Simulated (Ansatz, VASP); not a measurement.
NbP, level by level in two programs

```xyz
4
Lattice="-1.6749 1.6749 5.7401 1.6749 -1.6749 5.7401 1.6749 1.6749 -5.7401" Properties=species:S:1:pos:R:3 pbc="T T T"
Nb    1.6749    0.0000    2.8687
Nb    0.0000    0.0000    5.7387
P     0.0000    1.6749    3.8200
P     0.0000    0.0000    0.9500
```

Single points on this cell with VASP 6.6.1 and Ansatz 0.2.0. Each row is one pair of runs. Alike in all rows: spin: off; k mesh: 11 × 11 × 11; VASP's potentials, cutoff: VASP PAW PBE potentials, release 64 (Nb_sv, P), 520 eV; Ansatz's potentials, cutoff: Ansatz PAW, 420 eV.

| level | smearing | gap on the k mesh at the Fermi level (eV), VASP | gap on the k mesh at the Fermi level (eV), Ansatz | pressure (GPa), VASP | pressure (GPa), Ansatz | rms of the force components (eV/Å), VASP | rms of the force components (eV/Å), Ansatz |
| --- | --- | --- | --- | --- | --- | --- | --- |
| PBE | gaussian, width 0.016 eV | none | none | -1.5 | -1.1 | 0.011 | 0.011 |
| PBE | gaussian, width 0.02 eV | none | none | -1.5 | -1.1 | 0.011 | 0.011 |
| PBE | gaussian, width 0.021 eV | none | none | -1.5 | -1.1 | 0.011 | 0.011 |
| PBE | gaussian, width 0.022 eV | none | none | -1.5 | -1.1 | 0.011 | 0.011 |
| PBE | gaussian, width 0.023 eV | none | none | -1.5 | -1.1 | 0.011 | 0.011 |
| PBE | gaussian, width 0.024 eV | none | none | -1.5 | -1.1 | 0.011 | 0.011 |
| PBE | gaussian, width 0.025 eV | none | none | -1.5 | -1.1 | 0.011 | 0.011 |
| PBE | gaussian, width 0.026 eV | none | none | -1.5 | -1.1 | 0.011 | 0.011 |

Pressure (GPa): the two programs differ by at most 0.39; rms of the force components (eV/Å): the two programs differ by at most 0.0008.

A gap of «none» marks a metal or a gap that the smearing closes.
